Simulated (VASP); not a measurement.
A run of VASP 6.6.1:

File INCAR:

```
PREC = Accurate
ENCUT = 520
EDIFF = 1E-7
ISMEAR = 0
SIGMA = 0.02
LREAL = False
LASPH = True
NELM = 150
ALGO = Normal
ISIF = 2
LWAVE = False
LCHARG = True
ISPIN = 2
MAGMOM = 0.07 0.01 0.01 0 0 0 0 0.01 0 0 0 0 0.02
LORBIT = 11
LMAXMIX = 4
GGA = PE
LELF = True
LVHAR = True
NBANDS = 68
```

File KPOINTS:

```
Automatic mesh
0
Gamma
  3 3 3
```

File POSCAR:

```
HW4S8
1.0
    3.1877473260     -5.5213403304      0.0000000000
   -3.1877473260     -5.5213403304      0.0000000000
    0.0000000000     -3.6808935536     -7.4744493696
W S H
4 8 1
Direct
    0.5003178738      0.5003784181      1.0033314334
    0.0033157589      0.4997117521      0.9957652573
    0.4997059169      0.0033315690      0.9957665952
    0.0005562020      0.0005649856      0.9987986580
    0.9050778905      0.9050825960      0.7866271760
    0.4031471982      0.9018347783      0.7887311437
    0.9017705492      0.4031783342      0.7887538879
    0.3971811849      0.3971520107      0.7730256390
    0.7640695449      0.7640607613      0.2071321810
    0.2651199764      0.7654742507      0.2098567965
    0.7654465603      0.2651249109      0.2098542545
    0.2644679335      0.2644833048      0.2073241684
    0.3517160920      0.3516200994      0.6355629378
```

Potentials or basis: VASP PAW PBE potentials, release 64 (W_sv, S, H).

Command:

```bash
$ cat potpaw_PBE.64/W_sv/POTCAR potpaw_PBE.64/S/POTCAR potpaw_PBE.64/H/POTCAR > POTCAR
$ mpirun -np 1 vasp_std > vasp.out
```

Hardware: 1 thread of Oxide Virtual Turin-like Processor, with other jobs on the host.

Task: Estimate the wall time of this run.

Result: Wall time 17 min on 1 thread of Oxide Virtual Turin-like Processor (shared host), peak memory 0.66 GiB. Counts: scf iterations 19, k points 14.
